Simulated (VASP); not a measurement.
LiSb2, 6 atoms in the cell. It takes space group Fddd (No. 70, orthorhombic). The conventional cell has a = 5.790 Å, b = 9.907 Å, c = 10.361 Å, α = 90.00°, β = 90.00°, γ = 90.00°. Within 3.9 Å of Li (site symmetry 222) lie 10 Sb at 2.96 to 3.45 Å and 4 Li at 3.87 Å. Sb (site symmetry 2) has 5 Li at 2.96 to 3.45 Å and 9 Sb at 3.09 to 3.87 Å within 3.9 Å. 

- Program: VASP 6.6.1
- Task: single point
- Functional: PBE
- Potentials or basis: VASP PAW PBE potentials, release 64 (Li_sv, Sb)
- Cutoff: 520 eV
- k mesh: 4 × 4 × 4
- Occupations: gaussian, width 0.1229 eV
- Spin: no spin polarisation
- Dipole correction: no
- Further INCAR settings: ALGO = Normal; EDIFF = 1e-06; NBANDS = 22

Potentials or basis: VASP PAW PBE potentials, release 64 (Li_sv, Sb).

Launch:

```console
$ cat potpaw_PBE.64/Li_sv/POTCAR potpaw_PBE.64/Sb/POTCAR > POTCAR
$ mpirun -np 1 vasp_std > vasp.out
```

Hardware: 1 thread of AMD EPYC 7R43 64-Core Processor (Zen 3) (shared host).

Q: Estimate the wall time of this run.

A: Run time: 70 s on 1 thread of AMD EPYC 7R43 64-Core Processor (Zen 3) (shared host), peak memory 0.28 GiB. Counts: scf iterations 12, k points 18.
